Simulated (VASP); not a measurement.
Runs of VASP 6.6.1 on NaCl. The structure is that of space group Fm-3m (No. 225), or close to it. The cells are those of the table. 

| task | cell | cutoff (eV) | gap on the mesh (eV) | pressure (GPa) |
| --- | --- | --- | --- | --- |
| relaxation of cell and atoms | relaxed from a = 3.974 Å, angles 60.0°, 2 atoms | 600 | 6.43 | 0.0 |
| single point | a = 3.916 Å, angles 60.0°, 2 atoms | 520 | (b) | 1.8 |
| single point | a = 3.998 Å, angles 60.0°, 2 atoms | 520 | (a) | 0.0 |
| single point | a = 4.076 Å, angles 60.0°, 2 atoms | 520 | 6.21 | -1.2 |
| single point | a = 4.038 Å, angles 60.0°, 2 atoms | 520 | 6.32 | (c) |
| single point | a = 3.958 Å, angles 60.0°, 2 atoms | 520 | 6.57 | 0.9 |

Alike in all rows: level HSE06; potentials or basis VASP PAW PBE potentials, release 64 (Na_pv, Cl); no spin polarisation; k mesh 4 × 4 × 4; smearing gaussian 0.02 eV.

**Question.** Estimate the missing entries.

**Answer.** (a) 6.44; (b) 6.71; (c) -0.7.

Caveats: all runs use coarse meshes; the PAW data sets were made with another functional, which shifts forces and pressure a little.

